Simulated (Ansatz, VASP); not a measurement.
**One calculation of C, two programs**

```
C
1.0
     3.56336   -1.23753    0.00000
     3.56336    1.23753    0.00000
    -3.07473    0.00000    4.34288
C
6
Direct
  0.82398 0.82398 0.84224
  0.17602 0.17602 0.15776
  0.02012 0.02012 0.80774
  0.56894 0.56894 0.67537
  0.43106 0.43106 0.32463
  0.97988 0.97988 0.19226
```

Alike in both runs: task single point; functional PBE; k mesh 8 × 8 × 4; occupations gaussian, width 0.1 eV; collinear spin.

|  | VASP | Ansatz |
| --- | --- | --- |
| version | VASP 6.6.1 | Ansatz 0.2.0 |
| potentials or method | VASP PAW PBE potentials, release 64 (C), cutoff 520 eV | scalar-relativistic, plane waves, PAW |
| valence electrons in the cell | 24 | 24 |

VASP gave:

| Property | Result |
| --- | --- |
| gap on the k mesh at the Fermi level (eV) | none |
| pressure (GPa) | 0.6 |
| traceless stress, the component that is largest in VASP (GPa) | -0.47 |
| rms of the force components (eV/Å) | 0.025 |
| net moment per atom (μB) | 0.00 |

Question: Which values does Ansatz return?

Answer: gap on the k mesh at the Fermi level (eV): none; pressure (GPa): 0.0; traceless stress, the component that is largest in VASP (GPa): -0.61; rms of the force components (eV/Å): 0.014; net moment per atom (μB): 0.00.

Atom by atom the forces differ by 0.014 eV/Å (rms over components). A gap of «none» marks a metal or a gap that the smearing closes. Ansatz's warnings: seeded moment not kept.

The k mesh is coarse, so the values compare programs but aren't converged.
